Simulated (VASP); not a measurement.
Write the native input for VASP 6.6.1 that does the following.

| Quantity | Value |
| --- | --- |
| Task | single point |
| Functional | PBE |
| Potentials or basis | VASP PAW PBE potentials, release 64 (Hf_pv, O) |
| Cutoff | 520 eV |
| k mesh | 13 × 13 × 7 |
| Occupations | fermi-dirac, width 0.1 eV |
| Spin | no spin polarisation |
| Dipole correction | no |
| Further INCAR settings | ALGO = Normal; EDIFF = 1e-06; NBANDS = 18 |

The structure of HfO2 (CdI2 type) lies in POSCAR:

```
HfO2
1.0
    3.1518833391      0.0000000000      0.0000000000
   -1.5759416696      2.7296110414      0.0000000000
    0.0000000000      0.0000000000      3.7772768963
Hf O
1 2
Direct
    0.0000000000      0.0000000000      0.0000000000
    0.3333333333      0.6666666667      0.2530526305
    0.6666666667      0.3333333333      0.7469473695
```

These files were run (other wordings do the same):

INCAR

```
ALGO     = Normal         # electronic algorithm
EDIFF    = 1E-6           # SCF threshold, eV
ENCUT    = 520            # plane-wave cutoff, eV
GGA      = PE             # functional
ISIF     = 2              # what is computed and relaxed
ISMEAR   = -1             # smearing method
LASPH    = True           # aspherical terms in the spheres
LCHARG   = True           # write CHGCAR
LELF     = True           # ELF
LREAL    = False          # projectors in reciprocal space
LVHAR    = True         
LWAVE    = False          # write WAVECAR
NBANDS   = 18             # bands
NELM     = 60             # most SCF steps
PREC     = Accurate       # precision mode
SIGMA    = 0.1            # smearing width, eV
```

KPOINTS

```
k-points
0
Gamma
  13 13 7
```

Potentials or basis: VASP PAW PBE potentials, release 64 (Hf_pv, O).

Run with:

```bash
$ cat potpaw_PBE.64/Hf_pv/POTCAR potpaw_PBE.64/O/POTCAR > POTCAR
$ mpirun -np 1 vasp_std > vasp.out
```

It gave:

```yaml
Pressure: 28.6 GPa
Largest_force: 0.223 eV/Å
Band_gap_on_the_k_mesh: 3.20 eV, indirect (least direct gap 4.20 eV)
```

Caveat: spin-orbit coupling is left out, which moves the levels of the heavy elements.

Run time: 53 s on 1 thread of Intel(R) Xeon(R) Platinum 8375C CPU @ 2.90GHz (Ice Lake), on a shared host, peak memory 0.19 GiB.
